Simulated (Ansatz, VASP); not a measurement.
# One calculation of AlN, two programs

```
CELL_PARAMETERS angstrom
3.05155 0.00000 0.00000
-1.52578 2.64272 0.00000
0.00000 0.00000 5.04100
ATOMIC_POSITIONS crystal
Al 0.33333 0.66667 0.00193
Al 0.66667 0.33333 0.50193
N 0.33333 0.66667 0.37807
N 0.66667 0.33333 0.87807
```

Change from the starting cell: film at in-plane strain -0.02.

Alike in both runs: task single point; functional PBEsol; k mesh 8 × 8 × 6; no spin polarisation.

|  | VASP | Ansatz |
| --- | --- | --- |
| version | VASP 6.6.1 | Ansatz 0.2.0 |
| potentials or method | VASP PAW PBE potentials, release 64 (Al, N), cutoff 520 eV | all-electron LAPW, scalar-relativistic |
| occupations | gaussian, width 0.01 eV | fixed |

Ansatz gave:

- gap on the k mesh at the Fermi level (eV): 4.45
- pressure (GPa): 6.3
- traceless stress, the component that is largest in VASP (GPa): -6.49

Q: Which values does VASP return?

A: gap on the k mesh at the Fermi level (eV): 4.45; pressure (GPa): 6.5; traceless stress, the component that is largest in VASP (GPa): -6.58.

VASP's potentials were made for PBE, not for PBEsol. Ansatz ran all-electron here, and VASP with PAW potentials.
